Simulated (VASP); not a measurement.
# FeO (Wuestite) (Fm-3m) in VASP: further runs

Aim: see how the results for FeO (Wuestite) move with the level of theory and the settings. Levels: revPBE+D3(BJ), revPBE+D4, BLYP+D3(BJ), PBEsol. Tasks: single point, relaxation of cell and atoms.

Everything below comes from runs of VASP 6.6.1. Logs are shortened: lines on timing, memory, paths and dates and some standing lists are left out, and cuts for length are marked.

**What was measured.**

From “W\"ustite: Electric, thermodynamic and optical properties of FeO”, 2012, arxiv:1203.1201, for a bulk crystal of FeO: band gap 2.4 eV (optical).

The runs below are set against these values where they give the same quantity.

## 1. The cell of the first run

It takes space group Fm-3m (No. 225, cubic). Conventional cell: a = 4.290 Å, b = 4.290 Å, c = 4.290 Å, α = 90.00°, β = 90.00°, γ = 90.00°. Within 2.8 Å of Fe (site symmetry m-3m) lie 6 O at 2.15 Å. Within 2.8 Å of O (site symmetry m-3m) lie 6 Fe at 2.15 Å.

## 2. Single point, revPBE+D3(BJ), collinear spin, ferromagnetic start

The input, INCAR:

```
  PREC = Accurate
  ENCUT = 520
  EDIFF = 1E-7
  ISMEAR = -1
  SIGMA = 0.05
  LREAL = F
  LASPH = T
  NELM = 150
  ALGO = Normal
  ISIF = 2
  LWAVE = F
  LCHARG = F
  ISPIN = 2
  MAGMOM = 3 0
  LORBIT = 11
  LMAXMIX = 4
  GGA = RE
  IVDW = 12
  NBANDS = 18
```

The input, KPOINTS:

```
Automatic mesh
0
Gamma
  11 11 11
```

The input, POSCAR:

```
FeO
1.0
    0.0000000000      2.1451077032      2.1451077032
    2.1451077032      0.0000000000      2.1451077032
    2.1451077032      2.1451077032      0.0000000000
Fe O
1 1
Direct
    0.0000000000      0.0000000000      0.0000000000
    0.5000000000      0.5000000000      0.5000000000
```

Potentials or basis: VASP PAW PBE potentials, release 64 (Fe, O).

Launch:

```bash
> cat potpaw_PBE.64/Fe/POTCAR potpaw_PBE.64/O/POTCAR > POTCAR
> mpirun -np 1 vasp_std > vasp.out
```

OUTCAR:

```text
PREC = Accurate
   ENCUT = 520
   EDIFF = 1E-7
   ISMEAR = -1
   LREAL = F
   LASPH = T
   NELM = 150
   ISIF = 2
   ISPIN = 2
   LORBIT = 11
   GGA = RE
   IVDW = 12
 IVDW          = 12

 ion  position               nearest neighbor table
   1  0.000  0.000  0.000-   2 2.15   2 2.15   2 2.15   2 2.15   2 2.15   2 2.15
   2  0.500  0.500  0.500-   1 2.15   1 2.15   1 2.15   1 2.15   1 2.15   1 2.15

  LATTYP: Found a face centered cubic cell.
 ALAT       =     4.2902154064

  Lattice vectors:

 A1 = (   0.0000000000,   2.1451077032,   2.1451077032)
 A2 = (   2.1451077032,   0.0000000000,   2.1451077032)
 A3 = (   2.1451077032,   2.1451077032,   0.0000000000)

Analysis of symmetry for initial positions (statically):
=====================================================================
 Subroutine PRICEL returns:
 Original cell was already a primitive cell.

 Routine SETGRP: Setting up the symmetry group for a
 face centered cubic supercell.

 Subroutine GETGRP returns: Found 48 space group operations
 (whereof 48 operations were pure point group operations)
 out of a pool of 48 trial point group operations.

The static configuration has the point symmetry O_h .

Analysis of symmetry for dynamics (positions and initial velocities):
=====================================================================
 Subroutine PRICEL returns:
 Original cell was already a primitive cell.

 Routine SETGRP: Setting up the symmetry group for a
 face centered cubic supercell.

 Subroutine GETGRP returns: Found 48 space group operations
 (whereof 48 operations were pure point group operations)
 out of a pool of 48 trial point group operations.

The dynamic configuration has the point symmetry O_h .

Analysis of structural, dynamic, and magnetic symmetry:
=====================================================================
 Subroutine PRICEL returns:
 Original cell was already a primitive cell.

 Routine SETGRP: Setting up the symmetry group for a
 face centered cubic supercell.

 Subroutine GETGRP returns: Found 48 space group operations
 (whereof 48 operations were pure point group operations)
 out of a pool of 48 trial point group operations.

The overall configuration has the point symmetry O_h .

 Subroutine INISYM returns: Found 48 space group operations
 (whereof 48 operations are pure point group operations),
 and found     1 'primitive' translations

----------------------------------------------------------------------------------------

                                     Primitive cell

  volume of cell :      19.7414

  direct lattice vectors                    reciprocal lattice vectors
     0.000000000  2.145107703  2.145107703    -0.233088529  0.233088529  0.233088529
     2.145107703  0.000000000  2.145107703     0.233088529 -0.233088529  0.233088529
     2.145107703  2.145107703  0.000000000     0.233088529  0.233088529 -0.233088529

  length of vectors
     3.033640407  3.033640407  3.033640407     0.403721176  0.403721176  0.403721176

  position of ions in fractional coordinates (direct lattice)
     0.000000000  0.000000000  0.000000000
     0.500000000  0.500000000  0.500000000

  ion indices of the primitive-cell ions
   primitive index   ion index
                 1           1
                 2           2

----------------------------------------------------------------------------------------

 KPOINTS: Automatic mesh

Automatic generation of k-mesh.
 Grid dimensions read from file:
 generate k-points for:   11   11   11

 Generating k-lattice:

  Cartesian coordinates                     Fractional coordinates (reciprocal lattice)
    -0.021189866  0.021189866  0.021189866     0.090909091  0.000000000  0.000000000
     0.021189866 -0.021189866  0.021189866     0.000000000  0.090909091  0.000000000
     0.021189866  0.021189866 -0.021189866     0.000000000  0.000000000  0.090909091

  Length of vectors
     0.036701925  0.036701925  0.036701925

  Shift w.r.t. Gamma in fractional coordinates (k-lattice)
     0.000000000  0.000000000  0.000000000

 Subroutine IBZKPT returns following result:
 ===========================================

 Found     56 irreducible k-points:

 Following reciprocal coordinates:
            Coordinates               Weight
  0.000000  0.000000  0.000000      1.000000
  0.090909  0.000000  0.000000      8.000000
  0.181818  0.000000  0.000000      8.000000
  0.272727  0.000000  0.000000      8.000000
  0.363636  0.000000  0.000000      8.000000
  0.454545  0.000000  0.000000      8.000000
[... 16 lines left out ...]
 -0.272727  0.181818  0.000000     24.000000
 -0.181818  0.181818  0.000000     12.000000
 [... further k-points ...]
   k-points           NKPTS =     56   k-points in BZ     NKDIM =     56   number of bands    NBANDS=     18
   number of dos      NEDOS =    301   number of ions     NIONS =      2
   total plane-waves  NPLWV =  13824
   dimension x,y,z NGX =    24 NGY =   24 NGZ =   24
   dimension x,y,z NGXF=    48 NGYF=   48 NGZF=   48
   ions per type =               1   1
   NGX,Y,Z   is equivalent  to a cutoff of  13.15, 13.15, 13.15 a.u.
   NGXF,Y,Z  is equivalent  to a cutoff of  26.30, 26.30, 26.30 a.u.
 SYSTEM =  unknown system
   PREC   = accura    normal or accurate (medium, high low for compatibility)
   ISTART =      0    job   : 0-new  1-cont  2-samecut
   ICHARG =      2    charge: 1-file 2-atom 10-const
   ISPIN  =      2    spin polarized calculation?
   LNONCOLLINEAR =      F non collinear calculations
   LSORBIT =      F    spin-orbit coupling
   LASPH  =      T    aspherical Exc in radial PAW
   ENCUT  =  520.0 eV  38.22 Ry    6.18 a.u.   5.64  5.64  5.64*2*pi/ulx,y,z
   NELM   =    150;   NELMIN=  2; NELMDL= -5     # of ELM steps
   EDIFF  = 0.1E-06   stopping-criterion for ELM
   LREAL  =      F    real-space projection
   EDIFFG = 0.1E-05   stopping-criterion for IOM
   NSW    =      0    number of steps for IOM
   IBRION =     -1    ionic relax: 0-MD 1-quasi-New 2-CG
   NFREE  =      0    steps in history (QN), initial steepest desc. (CG)
   ISIF   =      2    stress and relaxation
   ISYM   =      2    0-nonsym 1-usesym 2-fastsym
   POTIM  = 0.5000    time-step for ionic-motion
   TEBEG  =    0.0;   TEEND  =   0.0 temperature during run
   PSTRESS=    0.0 pullay stress
   NELECT =      14.0000    total number of electrons
   NUPDOWN=      -1.0000    fix difference up-down
   EMIN   =  10.00;   EMAX   =-10.00  energy-range for DOS
   EFERMI =   0.00;   METHOD = LEGACY
   ISMEAR =    -1;   SIGMA  =   0.05  broadening in eV -4-tet -1-fermi 0-gaus
   EFERMI_NEDOS =   21; number of points for ismear=-14 and -15
   IALGO  =     38    algorithm
   IMIX   =      4    mixing-type and parameters
     AMIX     =   0.40;   BMIX     =  1.00
     AMIX_MAG =   1.60;   BMIX_MAG =  1.00
  volume/ion in A,a.u.               =       9.87        66.61
  Fermi-wavevector in a.u.,A,eV,Ry     =   1.459907  2.758823 28.998469  2.131327
  Thomas-Fermi vector in A             =   2.576419
   LORBIT       =     11    0 simple, 1 ext, 2 COOP (PROOUT), +10 PAW based schemes
   GGA     = RE    functional components
   LHFCALC =     F    Hartree Fock is set to
   AEXX    =    0.0000 exact exchange contribution
   IVDW    =    12    specifies the selected vdW correction
   LEPSILON=     F    determine dielectric tensor
   LRPA    =     F    only Hartree local field effects (RPA)
 spin polarized calculation
  energy-cutoff  :      520.00
  volume of cell :       19.74
 maximum number of plane-waves:       539
   NGX = 11   NGY = 11   NGZ = 11

 number of electron      13.9999997 magnetization       4.0000585

 Free energy of the ion-electron system (eV)
  ---------------------------------------------------
  ext. energy  EPLUGINS =         0.00000000
  ---------------------------------------------------
  free energy    TOTEN  =       -14.23563139 eV

  energy without entropy =      -14.22402696  energy(sigma->0) =      -14.22982918

 E-fermi :   6.4976     XC(G=0): -12.1294

 val. band max:        6.4930752083   @ k =  -0.2727   0.3636   0.0909
 cond. band min:       6.4989704454   @ k =  -0.3636   0.2727   0.0909
 fundamental gap:      0.0058952371
 Fermi energy:         6.4975702077

 spin component 1

 k-point     1 :       0.0000    0.0000    0.0000
  band No.  band energies     occupation
      1     -14.4280      1.00000
      2       2.5557      1.00000
      3       2.5557      1.00000
      4       2.5557      1.00000
      5       2.6239      1.00000
      6       2.6239      1.00000
[... 10 lines left out ...]
     17      27.4570      0.00000
     18      30.4506      0.00000

 k-point     2 :       0.0909    0.0000    0.0000
  band No.  band energies     occupation
      1     -14.3453      1.00000
      2       1.7022      1.00000
      3       1.8121      1.00000
      4       1.8121      1.00000
      5       2.6383      1.00000
      6       2.6383      1.00000
[... 10 lines left out ...]
     17      28.4083      0.00000
     18      31.8107      0.00000

 k-point     3 :       0.1818    0.0000    0.0000
  band No.  band energies     occupation
      1     -14.1153      1.00000
      2       0.4519      1.00000
      3       1.0493      1.00000
      4       1.0493      1.00000
      5       2.8012      1.00000
      6       2.8012      1.00000
[... 412 lines left out ...]
 k-point    23 :      -0.2727    0.1818    0.0000
  band No.  band energies     occupation
      1     -13.4537      1.00000
      2      -1.4307      1.00000
      3      -0.0520      1.00000
      4       0.2261      1.00000
      5       3.0934      1.00000
      6       3.2836      1.00000
[... 10 lines left out ...]
     17      33.2109      0.00000
     18      34.9985      0.00000

 k-point    24 :      -0.1818    0.1818    0.0000
  band No.  band energies     occupation
      1     -13.7153      1.00000
      2      -0.8716      1.00000
      3       0.2030      1.00000
      4       0.7097      1.00000
      5       2.9133      1.00000
      6       3.1999      1.00000
[... 10 lines left out ...]
     17      33.2697      0.00000
     18      35.0137      0.00000

 [... further k-points ...]

 spin component 2

 k-point     1 :       0.0000    0.0000    0.0000
  band No.  band energies     occupation
      1     -13.8942      1.00000
      2       3.1907      1.00000
      3       3.1907      1.00000
      4       3.1907      1.00000
      5       5.7491      1.00000
      6       5.7494      1.00000
[... 10 lines left out ...]
     17      29.1102      0.00000
     18      31.5158      0.00000

 k-point     2 :       0.0909    0.0000    0.0000
  band No.  band energies     occupation
      1     -13.8104      1.00000
      2       2.5462      1.00000
      3       2.9469      1.00000
      4       2.9469      1.00000
      5       5.8541      1.00000
      6       5.8543      1.00000
[... 10 lines left out ...]
     17      29.8508      0.00000
     18      33.0482      0.00000

 k-point     3 :       0.1818    0.0000    0.0000
  band No.  band energies     occupation
      1     -13.5769      1.00000
      2       1.2843      1.00000
      3       2.4267      1.00000
      4       2.4267      1.00000
      5       6.0663      0.99982
      6       6.0988      0.99966
[... 412 lines left out ...]
 k-point    23 :      -0.2727    0.1818    0.0000
  band No.  band energies     occupation
      1     -12.8978      1.00000
      2      -0.5892      1.00000
      3       1.2548      1.00000
      4       1.4563      1.00000
      5       6.4847      0.56388
      6       6.6431      0.05164
[... 10 lines left out ...]
     17      33.8201      0.00000
     18      35.7770      0.00000

 k-point    24 :      -0.1818    0.1818    0.0000
  band No.  band energies     occupation
      1     -13.1675      1.00000
      2       0.0142      1.00000
      3       1.7259      1.00000
      4       1.7520      1.00000
      5       6.2376      0.99451
      6       6.4523      0.71220
[... 10 lines left out ...]
     17      34.0558      0.00000
     18      35.7650      0.00000

 [... further k-points ...]

------------------------ aborting loop because EDIFF is reached ----------------------------------------

 Edisp (eV)   -0.79038

 E8    (eV) :    -0.5189

  FORCE on cell =-STRESS in cart. coord.  units (eV):
  Direction    XX          YY          ZZ          XY          YZ          ZX
  --------------------------------------------------------------------------------------
  -------------------------------------------------------------------------------------
  Total       0.01274     0.01274     0.01274     0.00000     0.00000    -0.00000
  in kB       1.03361     1.03361     1.03361     0.00000     0.00000    -0.00000
  external pressure =        1.03 kB  Pullay stress =        0.00 kB

 VOLUME and BASIS-vectors are now :
 -----------------------------------------------------------------------------
  energy-cutoff  :      520.00
  volume of cell :       19.74
      direct lattice vectors                 reciprocal lattice vectors
     0.000000000  2.145107703  2.145107703    -0.233088529  0.233088529  0.233088529
     2.145107703  0.000000000  2.145107703     0.233088529 -0.233088529  0.233088529
     2.145107703  2.145107703  0.000000000     0.233088529  0.233088529 -0.233088529

 POSITION                                       TOTAL-FORCE (eV/Angst)
 -----------------------------------------------------------------------------------
      0.00000      0.00000      0.00000         0.000000      0.000000      0.000000
      2.14511      2.14511      2.14511         0.000000      0.000000      0.000000
 -----------------------------------------------------------------------------------
    total drift:                                0.000000     -0.000000     -0.000000

  FREE ENERGIE OF THE ION-ELECTRON SYSTEM (eV)
  ---------------------------------------------------
  free  energy   TOTEN  =       -15.0260095826 eV

  energy  without entropy=      -15.0144051549  energy(sigma->0) =      -15.02020737

 total charge

# of ion       s       p       d       tot
------------------------------------------
    1        0.289   0.366   6.091   6.746
    2        1.560   3.452   0.000   5.013
--------------------------------------------------
tot          1.849   3.819   6.091  11.759

 magnetization (x)

# of ion       s       p       d       tot
------------------------------------------
    1        0.026   0.020   3.576   3.623
    2        0.030   0.272   0.000   0.302
--------------------------------------------------
tot          0.057   0.293   3.576   3.925
```

Wall time 2.4 min (1 thread of AMD EPYC 7R13, shared host); peak memory 0.15 GiB.

What came out:

```yaml
Free_energy: -15.0260 eV
Pressure: 0.1 GPa
Band_gap_on_the_k_mesh: zero (filled and empty bands overlap)
Net_moment: 4.00 μB per cell
Site_moments: Fe +3.62; O +0.30 μB
Valence_electrons_inside_the_program's_atomic_spheres: Fe 6.75; O 5.01
Dispersion_energy_per_atom: -0.395 eV
```

Caveat: the PAW data sets were made with another functional, which shifts forces and pressure a little; a cell with one magnetic atom can't hold antiferromagnetic order, which such compounds often take; semilocal functionals often make such compounds metallic where correlation or magnetic order opens a gap, which also shifts bond lengths; pairwise dispersion overbinds metals, which lowers pressure and volume.

## 3. Single point, revPBE+D4, collinear spin, ferromagnetic start

This run uses another cell than the first one, of 9.84 Å³/atom, 0.997 times its volume.

The input, INCAR:

```
SYSTEM = FeO
PREC = Accurate
ENCUT = 520
EDIFF = 1E-7
ISMEAR = -1
SIGMA = 0.05
LREAL = .FALSE.
LASPH = .TRUE.
NELM = 150
ALGO = Normal
ISIF = 2
LWAVE = .FALSE.
LCHARG = .FALSE.
ISPIN = 2
MAGMOM = 3 0
LORBIT = 11
LMAXMIX = 4
GGA = RE
IVDW = 13
NBANDS = 18
```

The input, KPOINTS:

```
Automatic mesh
0
G
  11 11 11
  0 0 0
```

The input, POSCAR:

```
FeO
1.0
    0.0000000000      2.1430831024      2.1430831024
    2.1430831024      0.0000000000      2.1430831024
    2.1430831024      2.1430831024      0.0000000000
Fe O
1 1
Direct
    0.0000000000      0.0000000000      0.0000000000
    0.5000000000      0.5000000000      0.5000000000
```

Potentials or basis: VASP PAW PBE potentials, release 64 (Fe, O).

Launch:

```bash
> cat potpaw_PBE.64/Fe/POTCAR potpaw_PBE.64/O/POTCAR > POTCAR
> mpirun -np 1 vasp_std > vasp.out
```

Run time: 2.4 min. Hardware: 1 thread of AMD EPYC 7R13, shared host; peak memory 0.14 GiB.

The run converged. Its results:

```yaml
Free_energy: -15.5192 eV
Pressure: 0.2 GPa
Band_gap_on_the_k_mesh: zero (filled and empty bands overlap)
Net_moment: 4.00 μB per cell
Site_moments: Fe +3.62; O +0.30 μB
Valence_electrons_inside_the_program's_atomic_spheres: Fe 6.75; O 5.01
Dispersion_energy_per_atom: -0.643 eV
```

Levels at points of the mesh, in eV from the Fermi level:
Spin up:
```tsv
k point	band 6	band 7	band 8	band 9	band 10	band 11	band 12	band 13
(0.00, 0.00, 0.00)	-3.88	-3.88	-3.74	-3.74	0.19	15.55	17.18	17.18
```
Spin down:
```csv
k point,band 1,band 2,band 3,band 4,band 5,band 6,band 7,band 8,band 9,band 10
"(0.00, 0.00, 0.00)",-20.41,-3.32,-3.32,-3.32,-0.75,-0.75,-0.75,0.22,0.22,0.99
```

Caveat: the PAW data sets were made with another functional, which shifts forces and pressure a little; a cell with one magnetic atom can't hold antiferromagnetic order, which such compounds often take; semilocal functionals often make such compounds metallic where correlation or magnetic order opens a gap, which also shifts bond lengths; pairwise dispersion overbinds metals, which lowers pressure and volume.

(Part 1 of 3 ends here.)
